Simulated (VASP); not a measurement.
# Pd (Fm-3m) in VASP: further runs

Pd is run at these levels: HSE06; tasks: single point.

Everything below comes from runs of VASP 6.6.1. Logs are shortened: lines on timing, memory, paths and dates and some standing lists are left out, and cuts for length are marked.

**1. The cell of the first run**

It takes space group Fm-3m (No. 225, cubic). Conventional cell: a = 3.873 Å, b = 3.873 Å, c = 3.873 Å, α = 90.00°, β = 90.00°, γ = 90.00°. Pd (site symmetry m-3m) has 12 Pd at 2.74 Å within 3.6 Å.

**2. Single point, HSE06**

POSCAR reads:

```
Pd
1.0
    0.0000000000      1.9366037178      1.9366037178
    1.9366037178      0.0000000000      1.9366037178
    1.9366037178      1.9366037178      0.0000000000
Pd
1
Direct
    0.0000000000      0.0000000000      0.0000000000
```

INCAR.step1 reads:

```
ALGO = Normal
EDIFF = 1E-5
ENCUT = 520
GGA = PE
ISIF = 2
ISMEAR = -1
LASPH = True
LREAL = False
LWAVE = True
NBANDS = 11
NELM = 100
PREC = Accurate
SIGMA = 0.1
```

INCAR.step2 reads:

```
ALGO = Normal
EDIFF = 1E-7
ENCUT = 520
GGA = PE
HFSCREEN = 0.2079
ISIF = 2
ISMEAR = -1
ISTART = 1
LASPH = True
LCHARG = True
LELF = True
LHFCALC = True
LREAL = False
LVHAR = True
LWAVE = False
NBANDS = 11
NELM = 100
PREC = Accurate
PRECFOCK = Normal
SIGMA = 0.1
```

KPOINTS reads:

```
k-points
0
Gamma
  6 6 6
```

Potentials or basis: VASP PAW PBE potentials, release 64 (Pd).

Command:

```bash
$ cat potpaw_PBE.64/Pd/POTCAR > POTCAR
$ cp INCAR.step1 INCAR
$ mpirun -np 1 vasp_std > vasp.out
$ cp INCAR.step2 INCAR
$ mpirun -np 1 vasp_std > vasp.out
```

OUTCAR:

```text
EDIFF = 1E-7
   ENCUT = 520
   GGA = PE
   HFSCREEN = 0.2079
   ISIF = 2
   ISMEAR = -1
   ISTART = 1
   LASPH = True
   LHFCALC = True
   LREAL = False
   NELM = 100
   PREC = Accurate
   PRECFOCK = Normal

 ion  position               nearest neighbor table
   1  0.000  0.000  0.000-

  LATTYP: Found a face centered cubic cell.
 ALAT       =     3.8732074356

  Lattice vectors:

 A1 = (   0.0000000000,   1.9366037178,   1.9366037178)
 A2 = (   1.9366037178,   0.0000000000,   1.9366037178)
 A3 = (   1.9366037178,   1.9366037178,   0.0000000000)

Analysis of symmetry for initial positions (statically):
=====================================================================
 Subroutine PRICEL returns:
 Original cell was already a primitive cell.

 Routine SETGRP: Setting up the symmetry group for a
 face centered cubic supercell.

 Subroutine GETGRP returns: Found 48 space group operations
[... 9 lines left out ...]

 Routine SETGRP: Setting up the symmetry group for a
 face centered cubic supercell.

 Subroutine GETGRP returns: Found 48 space group operations
[... 11 lines left out ...]
                                     Primitive cell

  volume of cell :      14.5262

  direct lattice vectors                    reciprocal lattice vectors
     0.000000000  1.936603718  1.936603718    -0.258183951  0.258183951  0.258183951
     1.936603718  0.000000000  1.936603718     0.258183951 -0.258183951  0.258183951
     1.936603718  1.936603718  0.000000000     0.258183951  0.258183951 -0.258183951

  length of vectors
     2.738771243  2.738771243  2.738771243     0.447187721  0.447187721  0.447187721

  position of ions in fractional coordinates (direct lattice)
     0.000000000  0.000000000  0.000000000

  ion indices of the primitive-cell ions
   primitive index   ion index
                 1           1

----------------------------------------------------------------------------------------

 KPOINTS: k-points

Automatic generation of k-mesh.
 Grid dimensions read from file:
 generate k-points for:    6    6    6

 Generating k-lattice:
[... 56 lines left out ...]
   NSW    =      0    number of steps for IOM
   IBRION =     -1    ionic relax: 0-MD 1-quasi-New 2-CG
   NFREE  =      0    steps in history (QN), initial steepest desc. (CG)
   ISIF   =      2    stress and relaxation
   ISYM   =      3    0-nonsym 1-usesym 2-fastsym
   POTIM  = 0.5000    time-step for ionic-motion
   TEBEG  =    0.0;   TEEND  =   0.0 temperature during run
   PSTRESS=    0.0 pullay stress
   NELECT =      10.0000    total number of electrons
   NUPDOWN=      -1.0000    fix difference up-down
   EMIN   =  10.00;   EMAX   =-10.00  energy-range for DOS
   EFERMI =   0.00;   METHOD = LEGACY
   ISMEAR =    -1;   SIGMA  =   0.10  broadening in eV -4-tet -1-fermi 0-gaus
   EFERMI_NEDOS =   21; number of points for ismear=-14 and -15
   IALGO  =     38    algorithm
   IMIX   =      1    mixing-type and parameters
     AMIX     =   0.40;   BMIX     =  1.00
     AMIX_MAG =   1.60;   BMIX_MAG =  1.00
  volume/ion in A,a.u.               =      14.53        98.03
  Fermi-wavevector in a.u.,A,eV,Ry     =   1.445520  2.731636 28.429751  2.089528
  Thomas-Fermi vector in A             =   2.563692
   LORBIT       =      0    0 simple, 1 ext, 2 COOP (PROOUT), +10 PAW based schemes
   GGA     = PE    functional components
   LHFCALC =     T    Hartree Fock is set to
   PRECFOCK=normal    Normal, Fast or Accurate (Low or Medium for compatibility)
   ENCUT4O =  -1.0   cutoff for four orbital integrals eV
   NKREDX  =     1    reduce k-point grid by
   NKREDY  =     1    reduce k-point grid by
   NKREDZ  =     1    reduce k-point grid by
   AEXX    =    0.2500 exact exchange contribution
   HFSCREEN=    0.2079 screening length (either q_TF or 0.3 A-1)
   HFSCREENC=   0.2079 screening length for correlation (either q_TF or 0.3 A-1)
   ENCUTFOCK=  -1.0 apply spherical cutoff to Coloumb kernel
   IVDW    =     0    specifies the selected vdW correction
   LEPSILON=     F    determine dielectric tensor
   LRPA    =     F    only Hartree local field effects (RPA)
 non-spin polarized calculation
  energy-cutoff  :      520.00
  volume of cell :       14.53
 maximum number of plane-waves:       397
  NGX = 16; NGY = 16; NGZ = 16

 number of electron      10.0000002 magnetization

 Free energy of the ion-electron system (eV)
  ---------------------------------------------------
  ext. energy  EPLUGINS =         0.00000000
  ---------------------------------------------------
  free energy    TOTEN  =        -5.98195753 eV

  energy without entropy =       -5.92624422  energy(sigma->0) =       -5.95410087

 E-fermi :   9.2168     XC(G=0): -10.8009

 val. band max:        9.1849355624   @ k =   0.5000   0.1667   0.0000
 cond. band min:       9.3257234110   @ k =   0.3333   0.3333   0.0000
 fundamental gap:      0.1407878485
 Fermi energy:         9.2167957638

 k-point     1 :       0.0000    0.0000    0.0000
  band No.  band energies     occupation
      1       1.6882      2.00000
      2       5.8496      2.00000
      3       5.8496      2.00000
      4       5.8496      2.00000
      5       7.4435      2.00000
      6       7.4435      2.00000
      7      28.1029      0.00000
      8      33.1718      0.00000
      9      33.1718      0.00000
     10      33.1718      0.00000
     11      38.3644      0.00000
[... 197 lines left out ...]
 k-point    16 :      -0.3333    0.5000    0.1667
  band No.  band energies     occupation
      1       3.7688      2.00000
      2       4.2592      2.00000
      3       6.8790      2.00000
      4       7.8759      2.00000
      5       9.6951      0.01660
      6      17.2049      0.00000
      7      21.5465      0.00000
      8      21.9074      0.00000
      9      22.7482      0.00000
     10      35.0119      0.00000
     11      37.8506      0.00000

------------------------ aborting loop because EDIFF is reached ----------------------------------------

  FORCE on cell =-STRESS in cart. coord.  units (eV):
  Direction    XX          YY          ZZ          XY          YZ          ZX
  --------------------------------------------------------------------------------------
  -------------------------------------------------------------------------------------
  Total        0.4096884      0.4096884      0.4096884     -0.0000000     -0.0000000      0.0000000
  in kB       45.1868355     45.1868355     45.1868355     -0.0000000     -0.0000000      0.0000000
  external PRESSURE =      45.1868355 kB  Pullay stress =       0.0000000 kB

 VOLUME and BASIS-vectors are now :
 -----------------------------------------------------------------------------
  energy-cutoff  :      520.00
  volume of cell :       14.53
      direct lattice vectors                 reciprocal lattice vectors
     0.000000000  1.936603718  1.936603718    -0.258183951  0.258183951  0.258183951
     1.936603718  0.000000000  1.936603718     0.258183951 -0.258183951  0.258183951
     1.936603718  1.936603718  0.000000000     0.258183951  0.258183951 -0.258183951

 POSITION                                       TOTAL-FORCE (eV/Angst)
 -----------------------------------------------------------------------------------
      0.00000      0.00000      0.00000         0.000000      0.000000      0.000000
 -----------------------------------------------------------------------------------
    total drift:                                0.000001      0.000002      0.000002

  FREE ENERGIE OF THE ION-ELECTRON SYSTEM (eV)
  ---------------------------------------------------
  free  energy   TOTEN  =        -5.9819575289 eV

  energy  without entropy=       -5.9262442179  energy(sigma->0) =       -5.95410087
```

OUTCAR.step1:

```text
EDIFF = 1E-5
   ENCUT = 520
   GGA = PE
   ISIF = 2
   ISMEAR = -1
   LASPH = True
[... 427 lines left out ...]

 POSITION                                       TOTAL-FORCE (eV/Angst)
 -----------------------------------------------------------------------------------
      0.00000      0.00000      0.00000         0.000000      0.000000     -0.000000
 -----------------------------------------------------------------------------------
    total drift:                               -0.000000     -0.000000     -0.000000

  FREE ENERGIE OF THE ION-ELECTRON SYSTEM (eV)
  ---------------------------------------------------
  free  energy   TOTEN  =        -5.2395715557 eV

  energy  without entropy=       -5.1786734064  energy(sigma->0) =       -5.20912248
```

OSZICAR.step1:

```text
N       E                     dE             d eps       ncg     rms          rms(c)
DAV:   1     0.425996936349E+02    0.42600E+02   -0.51394E+03   352   0.864E+02
DAV:   2    -0.496041126091E+01   -0.47560E+02   -0.45588E+02   414   0.186E+02
DAV:   3    -0.555371345145E+01   -0.59330E+00   -0.59247E+00   432   0.220E+01
DAV:   4    -0.555605396987E+01   -0.23405E-02   -0.23404E-02   429   0.148E+00
DAV:   5    -0.555607795928E+01   -0.23989E-04   -0.23989E-04   465   0.139E-01    0.806E+00
DAV:   6    -0.525867296371E+01    0.29740E+00   -0.10658E+00   436   0.886E+00    0.391E+00
DAV:   7    -0.524385992134E+01    0.14813E-01   -0.28383E-02   463   0.130E+00    0.197E+00
DAV:   8    -0.523959011359E+01    0.42698E-02   -0.13676E-03   464   0.308E-01    0.140E-01
DAV:   9    -0.523956624403E+01    0.23870E-04   -0.36673E-05   429   0.558E-02    0.284E-02
DAV:  10    -0.523957155568E+01   -0.53116E-05   -0.30224E-06   298   0.156E-02
   1 F= -.52395716E+01 E0= -.52091225E+01  d E =-.608981E-01
```

It took 7.2 min on 1 thread of AMD EPYC 9R45 (Zen 5), shared host; peak memory 0.2 GiB.

Results:

```yaml
Free_energy: -5.9820 eV
Pressure: 4.5 GPa
Band_gap_on_the_k_mesh: zero (band 5 reaches 9.71 eV, above the bottom of band 6 at 7.42 eV)
```

Caveat: the k points lie up to 0.47 Å⁻¹ apart; the PAW data sets were made with another functional, which shifts forces and pressure a little.

**3. Single point, HSE06**

This run uses another cell than the first one, of 14.98 Å³/atom, 1.032 times its volume.

POSCAR reads:

```
Pd
1.0
    0.0000000000      1.9567781251      1.9567781251
    1.9567781251      0.0000000000      1.9567781251
    1.9567781251      1.9567781251      0.0000000000
Pd
1
Direct
    0.0000000000      0.0000000000      0.0000000000
```

INCAR.step1 reads:

```
PREC = Accurate
ENCUT = 520
EDIFF = 1E-5
ISMEAR = -1
SIGMA = 0.1
LREAL = False
LASPH = True
NELM = 80
ALGO = Normal
ISIF = 2
LWAVE = True
LCHARG = False
GGA = PE
NBANDS = 11
```

INCAR.step2 reads:

```
PREC = Accurate
ENCUT = 520
EDIFF = 1E-6
ISMEAR = -1
SIGMA = 0.1
LREAL = False
LASPH = True
NELM = 80
ALGO = Normal
ISIF = 2
LWAVE = False
LCHARG = False
GGA = PE
LHFCALC = True
HFSCREEN = 0.2079
PRECFOCK = Normal
ISTART = 1
NBANDS = 11
```

KPOINTS reads:

```
regular mesh
0
Gamma
  6 6 6
```

Potentials or basis: VASP PAW PBE potentials, release 64 (Pd).

Command:

```bash
$ cat potpaw_PBE.64/Pd/POTCAR > POTCAR
$ cp INCAR.step1 INCAR
$ mpirun -np 1 vasp_std > vasp.out
$ cp INCAR.step2 INCAR
$ mpirun -np 1 vasp_std > vasp.out
```

Wall time 5 min (1 thread of AMD EPYC 9R45 (Zen 5), shared host); peak memory 0.21 GiB.

The run converged. Its results:

```yaml
Free_energy: -5.9869 eV
Pressure: -1.2 GPa
Band_gap_on_the_k_mesh: zero (band 5 reaches 9.17 eV, above the bottom of band 6 at 6.98 eV)
```

Levels at points of the mesh, in eV from the Fermi level:
| k point | band 3 | band 4 | band 5 | band 6 | band 7 | band 8 |
| --- | --- | --- | --- | --- | --- | --- |
| (0.00, 0.00, 0.00) | -3.21 | -3.21 | -1.70 | -1.70 | 18.85 | 23.74 |
| (0.50, 0.00, 0.00) | -3.35 | -0.11 | -0.11 | 1.78 | 8.67 | 18.15 |
| (0.50, 0.50, 0.00) | -0.38 | 0.46 | 0.46 | 4.35 | 12.22 | 14.75 |

Caveat: the k points lie up to 0.46 Å⁻¹ apart; the PAW data sets were made with another functional, which shifts forces and pressure a little.
